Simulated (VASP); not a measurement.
The system is Al.

```
CELL_PARAMETERS angstrom
-1.59122 1.59122 1.59122
1.59122 -1.59122 1.59122
1.59122 1.59122 -1.59122
ATOMIC_POSITIONS crystal
Al 0.00000 0.00000 0.00000
```

```yaml
Program: VASP 6.6.1
Task: relaxation of cell and atoms
Functional: PBE-based screened hybrid
Potentials_or_basis: VASP PAW PBE potentials, release 64 (Al)
Cutoff: 600 eV
k_mesh: 6 × 6 × 6
Occupations: fermi-dirac, width 0.05 eV
Spin: no spin polarisation
```

At the start: pressure 3.7 GPa; volume 16.12 Å³/atom.

Problem. Where does the relaxation end?

Solution. Over 3 steps the energy falls by 8.3 meV/atom and the volume is 16.86 Å³/atom (+4.6 %); space group Im-3m (No. 229, to 0.05 Å).

The path:
| step | energy change (eV) | largest force (eV/Å) | pressure (GPa) | volume (Å³) |
| --- | --- | --- | --- | --- |
| 1 | 0.0000 | 0.0000 | 3.75 | 16.12 |
| 2 | -0.0080 | 0.0000 | -0.68 | 17.01 |
| 3 | -0.0083 | 0.0000 | 0.00 | 16.86 |

Final structure:
```cif
data_structure
_symmetry_space_group_name_H-M 'P 1'
_symmetry_Int_Tables_number 1
_cell_length_a 2.7976
_cell_length_b 2.7976
_cell_length_c 2.7976
_cell_angle_alpha 109.471
_cell_angle_beta 109.471
_cell_angle_gamma 109.471
_cell_volume 16.86
loop_
_atom_site_label
_atom_site_type_symbol
_atom_site_fract_x
_atom_site_fract_y
_atom_site_fract_z
_atom_site_occupancy
Al1 Al 0.00000 0.00000 0.00000 1
```

Caveat: the k points lie up to 0.46 Å⁻¹ apart in the final cell; the PAW data sets were made with another functional, which shifts forces and pressure a little.
